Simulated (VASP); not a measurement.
# CdSe (P1) in VASP: single point with r2SCAN

Aim: the single point of CdSe with r2SCAN.

All numbers are computed with VASP 6.6.1; they aren't measurements. Logs are shortened: lines on timing, memory, paths and dates and some standing lists are left out, and cuts for length are marked.

### 1 The cell of the first run

The typed cell holds 16 atoms: a = 8.039 Å, b = 8.039 Å, c = 6.659 Å, α = 90.00°, β = 90.00°, γ = 120.00°.

### 2 Single point, r2SCAN

Contents of POSCAR:

```
CdSe
1.0
    8.0387008871      0.0000000000      0.0000000000
   -4.0193504435      6.9617191816      0.0000000000
    0.0000000000      0.0000000000      6.6587297887
Cd Se
8 8
Direct
   -0.0002762384      0.0006265694     -0.0026680764
   -0.0006686651      0.0000367725      0.4999582662
    0.0018897088      0.5005559559      0.0002314255
   -0.0020664243      0.4993736331      0.4994949646
    0.5017575299      0.0013996543      0.0006227915
    0.5002355112      0.0016790393      0.4989043114
    0.5002782430      0.4994071018      0.0010625150
    0.5022063840      0.5006415670      0.5006050862
    0.1650805589      0.3341806728      0.2506488554
    0.3322880890      0.1639527493      0.7496447759
    0.1657826991      0.8336084591      0.2494107814
    0.3342762922      0.6662668917      0.7510914482
    0.6671523291      0.3314829196      0.2502822690
    0.8324266185      0.1664106192      0.7507621061
    0.6652043341      0.8326727707      0.2517588269
    0.8330116448      0.6661291384      0.7489465947
```

Contents of INCAR.step1:

```
  PREC = Accurate
  ENCUT = 520
  ISMEAR = -1
  SIGMA = 0.02
  LREAL = Auto
  LASPH = True
  NELM = 80
  NBANDS = 86
  GGA = PE
  ALGO = Normal
  EDIFF = 1E-4
  LWAVE = True
  LCHARG = False
```

Contents of INCAR.step2:

```
  PREC = Accurate
  ENCUT = 520
  EDIFF = 1E-7
  ISMEAR = -1
  SIGMA = 0.02
  LREAL = Auto
  LASPH = True
  NELM = 80
  ALGO = Normal
  ISIF = 2
  LWAVE = False
  LCHARG = False
  METAGGA = R2SCAN
  LMIXTAU = True
  NBANDS = 86
  ISTART = 1
```

Contents of KPOINTS:

```
Automatic mesh
0
Gamma
  3 3 2
```

Potentials or basis: VASP PAW PBE potentials, release 64 (Cd, Se).

Command:

```sh
cat potpaw_PBE.64/Cd/POTCAR potpaw_PBE.64/Se/POTCAR > POTCAR
cp INCAR.step1 INCAR
mpirun -np 1 vasp_std > vasp.out
cp INCAR.step2 INCAR
mpirun -np 1 vasp_std > vasp.out
```

OUTCAR:

```text
PREC = Accurate
   ENCUT = 520
   EDIFF = 1E-7
   ISMEAR = -1
   LREAL = Auto
   LASPH = True
   NELM = 80
   ISIF = 2
   METAGGA = R2SCAN
   ISTART = 1

 ion  position               nearest neighbor table
   1  1.000  0.001  0.997-  14 2.84  10 2.84  16 2.86  11 2.86   9 2.87  15 2.88   2 3.31   2 3.35

   2  0.999  0.000  0.500-  10 2.85  15 2.85  16 2.86  11 2.86   9 2.86  14 2.86   1 3.31   1 3.35

   3  0.002  0.501  0.000-   9 2.84  12 2.85  11 2.85  14 2.86  13 2.86  16 2.87   4 3.32   4 3.33

   4  0.998  0.499  0.499-  13 2.84  16 2.84   9 2.85  14 2.86  11 2.86  12 2.88   3 3.32   3 3.33

   5  0.502  0.001  0.001-  13 2.84  14 2.84  10 2.85  15 2.85  12 2.86  11 2.87   6 3.32   6 3.34

   6  0.500  0.002  0.499-  13 2.83  10 2.84  15 2.85  14 2.86  11 2.86  12 2.88   5 3.32   5 3.34

   7  0.500  0.499  0.001-  12 2.85  15 2.86  16 2.86  13 2.86   9 2.86  10 2.87   8 3.33   8 3.33

   8  0.502  0.501  0.501-  16 2.84  15 2.84  12 2.86  13 2.86  10 2.87   9 2.88   7 3.33   7 3.33

   9  0.165  0.334  0.251-   3 2.84   4 2.85   2 2.86   7 2.86   1 2.87   8 2.88
  10  0.332  0.164  0.750-   6 2.84   1 2.84   5 2.85   2 2.85   8 2.87   7 2.87
  11  0.166  0.834  0.249-   3 2.85   2 2.86   6 2.86   4 2.86   1 2.86   5 2.87
  12  0.334  0.666  0.751-   3 2.85   7 2.85   8 2.86   5 2.86   6 2.88   4 2.88
  13  0.667  0.331  0.250-   6 2.83   5 2.84   4 2.84   7 2.86   8 2.86   3 2.86
  14  0.832  0.166  0.751-   5 2.84   1 2.84   6 2.86   3 2.86   2 2.86   4 2.86
  15  0.665  0.833  0.252-   8 2.84   6 2.85   2 2.85   5 2.85   7 2.86   1 2.88
  16  0.833  0.666  0.749-   8 2.84   4 2.84   2 2.86   1 2.86   7 2.86   3 2.87

  LATTYP: Found a hexagonal cell.
 ALAT       =     8.0387008871
 C/A-ratio  =     0.8283340657

  Lattice vectors:

 A1 = (   8.0387008871,   0.0000000000,   0.0000000000)
 A2 = (  -4.0193504435,   6.9617191816,   0.0000000000)
 A3 = (   0.0000000000,   0.0000000000,   6.6587297887)

Analysis of symmetry for initial positions (statically):
=====================================================================
 Subroutine PRICEL returns:
 Original cell was already a primitive cell.

 Routine SETGRP: Setting up the symmetry group for a
 hexagonal supercell.

 Subroutine GETGRP returns: Found  1 space group operations
 (whereof  1 operations were pure point group operations)
 out of a pool of 24 trial point group operations.

The static configuration has the point symmetry C_1 .

Analysis of symmetry for dynamics (positions and initial velocities):
=====================================================================
 Subroutine PRICEL returns:
 Original cell was already a primitive cell.

 Routine SETGRP: Setting up the symmetry group for a
 hexagonal supercell.

 Subroutine GETGRP returns: Found  1 space group operations
 (whereof  1 operations were pure point group operations)
 out of a pool of 24 trial point group operations.

The dynamic configuration has the point symmetry C_1 .

 Subroutine INISYM returns: Found  1 space group operations
 (whereof  1 operations are pure point group operations),
 and found     1 'primitive' translations

----------------------------------------------------------------------------------------

                                     Primitive cell

  volume of cell :     372.6437

  direct lattice vectors                    reciprocal lattice vectors
     8.038700887  0.000000000  0.000000000     0.124398210  0.071821340  0.000000000
    -4.019350443  6.961719182  0.000000000     0.000000000  0.143642680  0.000000000
     0.000000000  0.000000000  6.658729789     0.000000000  0.000000000  0.150178793

  length of vectors
     8.038700887  8.038700887  6.658729789     0.143642680  0.143642680  0.150178793

  position of ions in fractional coordinates (direct lattice)
     0.999723762  0.000626569  0.997331924
     0.999331335  0.000036773  0.499958266
     0.001889709  0.500555956  0.000231425
     0.997933576  0.499373633  0.499494965
     0.501757530  0.001399654  0.000622791
     0.500235511  0.001679039  0.498904311
[... 8 lines left out ...]
     0.665204334  0.832672771  0.251758827
     0.833011645  0.666129138  0.748946595

  ion indices of the primitive-cell ions
   primitive index   ion index
                 1           1
                 2           2
                 3           3
                 4           4
                 5           5
                 6           6
[... 8 lines left out ...]
                15          15
                16          16

----------------------------------------------------------------------------------------

 KPOINTS: Automatic mesh

Automatic generation of k-mesh.
 Grid dimensions read from file:
 generate k-points for:    3    3    2

 Generating k-lattice:

  Cartesian coordinates                     Fractional coordinates (reciprocal lattice)
     0.041466070  0.023940447  0.000000000     0.333333333  0.000000000  0.000000000
     0.000000000  0.047880893  0.000000000     0.000000000  0.333333333  0.000000000
     0.000000000  0.000000000  0.075089396     0.000000000  0.000000000  0.500000000

  Length of vectors
     0.047880893  0.047880893  0.075089396

  Shift w.r.t. Gamma in fractional coordinates (k-lattice)
     0.000000000  0.000000000  0.000000000

 Subroutine IBZKPT returns following result:
 ===========================================

 Found     10 irreducible k-points:

 Following reciprocal coordinates:
            Coordinates               Weight
  0.000000  0.000000  0.000000      1.000000
  0.333333  0.000000  0.000000      2.000000
  0.000000  0.333333  0.000000      2.000000
 -0.333333  0.333333  0.000000      2.000000
  0.333333  0.333333  0.000000      2.000000
  0.000000  0.000000  0.500000      1.000000
  0.333333  0.000000  0.500000      2.000000
  0.000000  0.333333  0.500000      2.000000
 -0.333333  0.333333  0.500000      2.000000
  0.333333  0.333333  0.500000      2.000000
   k-points           NKPTS =     10   k-points in BZ     NKDIM =     10   number of bands    NBANDS=     86
   number of dos      NEDOS =    301   number of ions     NIONS =     16
   total plane-waves  NPLWV = 180000
   dimension x,y,z NGX =    60 NGY =   60 NGZ =   50
   dimension x,y,z NGXF=   120 NGYF=  120 NGZF=  100
   ions per type =               8   8
   NGX,Y,Z   is equivalent  to a cutoff of  12.41, 12.41, 12.48 a.u.
   NGXF,Y,Z  is equivalent  to a cutoff of  24.82, 24.82, 24.97 a.u.
 SYSTEM =  unknown system
   PREC   = accura    normal or accurate (medium, high low for compatibility)
   ISTART =      1    job   : 0-new  1-cont  2-samecut
   ICHARG =      0    charge: 1-file 2-atom 10-const
   ISPIN  =      1    spin polarized calculation?
   LNONCOLLINEAR =      F non collinear calculations
   LSORBIT =      F    spin-orbit coupling
   LASPH  =      T    aspherical Exc in radial PAW
   ENCUT  =  520.0 eV  38.22 Ry    6.18 a.u.  14.95 14.95 12.38*2*pi/ulx,y,z
   NELM   =     80;   NELMIN=  2; NELMDL=  0     # of ELM steps
   EDIFF  = 0.1E-06   stopping-criterion for ELM
   LREAL  =      T    real-space projection
   EDIFFG = 0.1E-05   stopping-criterion for IOM
   NSW    =      0    number of steps for IOM
   IBRION =     -1    ionic relax: 0-MD 1-quasi-New 2-CG
   NFREE  =      0    steps in history (QN), initial steepest desc. (CG)
   ISIF   =      2    stress and relaxation
   ISYM   =      2    0-nonsym 1-usesym 2-fastsym
   POTIM  = 0.5000    time-step for ionic-motion
   TEBEG  =    0.0;   TEEND  =   0.0 temperature during run
   PSTRESS=    0.0 pullay stress
   NELECT =     144.0000    total number of electrons
   NUPDOWN=      -1.0000    fix difference up-down
   EMIN   =  10.00;   EMAX   =-10.00  energy-range for DOS
   EFERMI =   0.00;   METHOD = LEGACY
   ISMEAR =    -1;   SIGMA  =   0.02  broadening in eV -4-tet -1-fermi 0-gaus
   EFERMI_NEDOS =   21; number of points for ismear=-14 and -15
   IALGO  =     38    algorithm
   IMIX   =      4    mixing-type and parameters
     AMIX     =   0.40;   BMIX     =  1.00
     AMIX_MAG =   1.60;   BMIX_MAG =  1.00
  volume/ion in A,a.u.               =      23.29       157.17
  Fermi-wavevector in a.u.,A,eV,Ry     =   1.192425  2.253357 19.345816  1.421877
  Thomas-Fermi vector in A             =   2.328463
   LORBIT       =      0    0 simple, 1 ext, 2 COOP (PROOUT), +10 PAW based schemes
   METAGGA = R2SCAN    functional components
   LHFCALC =     F    Hartree Fock is set to
   AEXX    =    0.0000 exact exchange contribution
   IVDW    =     0    specifies the selected vdW correction
   LEPSILON=     F    determine dielectric tensor
   LRPA    =     F    only Hartree local field effects (RPA)
 non-spin polarized calculation
  energy-cutoff  :      520.00
  volume of cell :      372.64
 maximum number of plane-waves:     10075
   NGX = 29   NGY = 29   NGZ = 25

 number of electron     144.0000029 magnetization

 Free energy of the ion-electron system (eV)
  ---------------------------------------------------
  ext. energy  EPLUGINS =         0.00000000
  ---------------------------------------------------
  free energy    TOTEN  =      -285.07669619 eV

  energy without entropy =     -285.07669580  energy(sigma->0) =     -285.07669599

 E-fermi :   2.4655     XC(G=0): -10.5793

 val. band max:        2.1869993159   @ k =   0.3333   0.0000   0.0000
 cond. band min:       2.7052944292   @ k =   0.0000   0.0000   0.0000
 fundamental gap:      0.5182951133
 Fermi energy:         2.4654855792

 k-point     1 :       0.0000    0.0000    0.0000
  band No.  band energies     occupation
      1     -11.2627      2.00000
      2     -10.4628      2.00000
      3     -10.4573      2.00000
      4     -10.4506      2.00000
      5     -10.3076      2.00000
      6     -10.2701      2.00000
[... 76 lines left out ...]
     83       6.0194      0.00000
     84       8.0012      0.00000

 k-point     2 :       0.3333    0.0000    0.0000
  band No.  band energies     occupation
      1     -11.0776      2.00000
      2     -10.6575      2.00000
      3     -10.4356      2.00000
      4     -10.4265      2.00000
      5     -10.3401      2.00000
      6     -10.3162      2.00000
[... 685 lines left out ...]
     83       7.9755      0.00000
     84       7.9943      0.00000

 k-point    10 :       0.3333    0.3333    0.5000
  band No.  band energies     occupation
      1     -10.5851      2.00000
      2     -10.5678      2.00000
      3     -10.5601      2.00000
      4     -10.5381      2.00000
      5     -10.5274      2.00000
      6     -10.5176      2.00000
[... 76 lines left out ...]
     83       8.4022      0.00000
     84       8.4070      0.00000
 [bands above 84 left out]

------------------------ aborting loop because EDIFF is reached ----------------------------------------

  FORCE on cell =-STRESS in cart. coord.  units (eV):
  Direction    XX          YY          ZZ          XY          YZ          ZX
  --------------------------------------------------------------------------------------
  -------------------------------------------------------------------------------------
  Total        0.7878158      0.7894998      0.7556762      0.0123713     -0.0094376      0.0038715
  in kB        3.3872053      3.3944455      3.2490215      0.0531901     -0.0405770      0.0166457
  external PRESSURE =       3.3435575 kB  Pullay stress =       0.0000000 kB

 VOLUME and BASIS-vectors are now :
 -----------------------------------------------------------------------------
  energy-cutoff  :      520.00
  volume of cell :      372.64
      direct lattice vectors                 reciprocal lattice vectors
     8.038700887  0.000000000  0.000000000     0.124398210  0.071821340  0.000000000
    -4.019350443  6.961719182  0.000000000     0.000000000  0.143642680  0.000000000
     0.000000000  0.000000000  6.658729789     0.000000000  0.000000000  0.150178793

 POSITION                                       TOTAL-FORCE (eV/Angst)
 -----------------------------------------------------------------------------------
      8.03396      0.00436      6.64096        -0.002867     -0.006890      0.089362
      8.03318      0.00026      3.32909        -0.002515      0.007231     -0.052712
     -1.99672      3.48473      0.00154         0.003381      0.026055     -0.037371
      6.01493      3.47650      3.32600         0.070889      0.049656      0.038530
      4.02785      0.00974      0.00415        -0.022489     -0.078206     -0.033123
      4.01450      0.01169      3.32207        -0.004373     -0.089144      0.041508
[... 8 lines left out ...]
      2.00058      5.79683      1.67639         0.065970      0.005023     -0.036110
      4.01893      4.63740      4.98703         0.007267     -0.023363      0.042898
 -----------------------------------------------------------------------------------
    total drift:                               -0.007062      0.002095     -0.000782

  FREE ENERGIE OF THE ION-ELECTRON SYSTEM (eV)
  ---------------------------------------------------
  free  energy   TOTEN  =      -285.0766961884 eV

  energy  without entropy=     -285.0766957975  energy(sigma->0) =     -285.07669599
```

Run time: 41 min. Hardware: 1 thread of Intel Xeon 8259CL, shared host; peak memory 0.58 GiB.

What came out:

```yaml
Free_energy: -285.0767 eV
Pressure: 0.3 GPa
Largest_force: 0.116 eV/Å
Band_gap_on_the_k_mesh: 0.52 eV
```

Forces on the atoms (eV/Å):
```
Cd  -0.003 -0.007  0.089
Cd  -0.003  0.007 -0.053
Cd   0.003  0.026 -0.037
Cd   0.071  0.050  0.039
Cd  -0.022 -0.078 -0.033
Cd  -0.004 -0.089  0.042
Cd  -0.028 -0.005 -0.013
Cd  -0.070 -0.029  0.000
Se   0.099 -0.053  0.012
Se  -0.010  0.099  0.003
Se  -0.017  0.004 -0.002
Se  -0.027  0.002 -0.020
Se  -0.080  0.079 -0.026
Se   0.016  0.013 -0.007
Se   0.066  0.005 -0.036
Se   0.007 -0.023  0.043
```

Levels at points of the mesh, in eV from the valence-band top:
```csv
k point,band 69,band 70,band 71,band 72,band 73,band 74,band 75,band 76
"(0.00, 0.00, 0.00)",-0.07,-0.07,-0.04,-0.03,0.52,2.41,2.44,2.46
"(0.00, 0.00, 0.50)",-0.34,-0.34,-0.33,-0.33,2.00,2.01,2.02,2.03
```

Caveat: the k points lie up to 0.47 Å⁻¹ apart; the PAW data sets were made with another functional, which shifts forces and pressure a little; an odd mesh through Γ misses points on the zone boundary, where band edges can lie.
